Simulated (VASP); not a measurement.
**MgO: single point with PBE**

Crystal: MgO.

```
CELL_PARAMETERS angstrom
0.00000 2.09700 2.09700
2.09700 0.00000 2.09700
2.09700 2.09700 0.00000
ATOMIC_POSITIONS crystal
Mg 0.00000 0.00000 0.00000
O 0.50000 0.50000 0.50000
```

```json
{
  "Program": "VASP 6.6.1",
  "Task": "single point",
  "Functional": "PBE",
  "Potentials or basis": "VASP PAW PBE potentials, release 64 (Mg, O)",
  "Cutoff": "520 eV",
  "k mesh": "11 × 11 × 11",
  "Occupations": "gaussian, width 0.025 eV",
  "Spin": "no spin polarisation"
}
```

```
Pressure               : 6.2 GPa
Band gap on the k mesh : 4.85 eV, direct
```

Levels at points of the mesh, in eV from the valence-band top:
| k point | band 1 | band 2 | band 3 | band 4 | band 5 | band 6 | band 7 | band 8 |
| --- | --- | --- | --- | --- | --- | --- | --- | --- |
| (0.00, 0.00, 0.00) | -17.33 | 0.00 | 0.00 | 0.00 | 4.85 | 15.87 | 15.87 | 15.87 |

It took 5 s on 1 thread of Intel(R) Xeon(R) 6975P-C (Granite Rapids), with other jobs on the host, peak memory 0.14 GiB.
